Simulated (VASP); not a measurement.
HfN (zincblende type): relaxation of cell and atoms with PBE

HfN (zincblende type):

```xyz
2
Lattice="0.0000 2.1222 2.1222 2.1222 0.0000 2.1222 2.1222 2.1222 0.0000" Properties=species:S:1:pos:R:3 pbc="T T T"
Hf    0.0000    0.0000    0.0000
N     1.0611    1.0611    1.0611
```

| Quantity | Value |
| --- | --- |
| Program | VASP 6.6.1 |
| Task | relaxation of cell and atoms |
| Functional | PBE |
| Potentials or basis | VASP PAW PBE potentials, release 64 (Hf_pv, N) |
| Cutoff | 600 eV |
| k mesh | 16 × 16 × 16 |
| Occupations | fermi-dirac, width 0.08 eV |
| Spin | no spin polarisation |
| Target pressure | 200 GPa |
| Dipole correction | no |
| Further INCAR settings | ALGO = Normal; EDIFF = 1e-07; IBRION = 2; EDIFFG = -0.005; NSW = 32; ISIF = 3 |

```yaml
Relaxed_volume: 9.59 Å³/atom
Relaxed_cell: a = 3.005 Å, b = 3.005 Å, c = 3.005 Å, α = 60.00°, β = 60.00°, γ = 60.00°
Space_group_after_relaxing_to_0.05_Å: F-43m (No. 216)
Energy_change_on_relaxing_the_enthalpy_is_what_falls: -45.4 meV/atom
Ionic_steps: 3
Pressure_after_relaxing: 200.0 GPa
```

Step by step:
```tsv
step	energy change (eV)	largest force (eV/Å)	pressure (GPa)	volume (Å³)
1	0.0000	0.0000	203.20	19.12
2	-0.6370	0.0000	180.50	19.65
3	-0.0908	0.0000	199.97	19.19
```

Final structure:
```
Hf N
1.0
     0.00000    2.12489    2.12489
     2.12489    0.00000    2.12489
     2.12489    2.12489    0.00000
Hf N
1 1
Direct
  0.00000 0.00000 0.00000
  0.25000 0.25000 0.25000
```

Levels at points of the mesh, in eV from the Fermi level:
| k point | band 3 | band 4 | band 5 | band 6 | band 7 | band 8 | band 9 | band 10 | band 11 |
| --- | --- | --- | --- | --- | --- | --- | --- | --- | --- |
| (0.00, 0.00, 0.00) | -29.74 | -18.30 | -7.87 | -7.87 | -7.87 | 0.44 | 3.22 | 3.22 | 9.37 |
| (0.50, 0.00, 0.00) | -30.04 | -16.14 | -6.78 | -6.78 | -5.81 | 2.42 | 4.28 | 4.28 | 5.84 |
| (0.50, 0.50, 0.00) | -30.51 | -15.23 | -9.75 | -3.67 | -3.67 | -0.87 | 3.70 | 6.62 | 7.49 |

Wall time 67 s on 1 thread of Intel Xeon 6975P-C, on a shared host, peak memory 0.19 GiB.

Caveat: the cell is relaxed towards a set pressure, so the enthalpy falls and the energy may rise; spin-orbit coupling is left out, which moves the levels of the heavy elements.
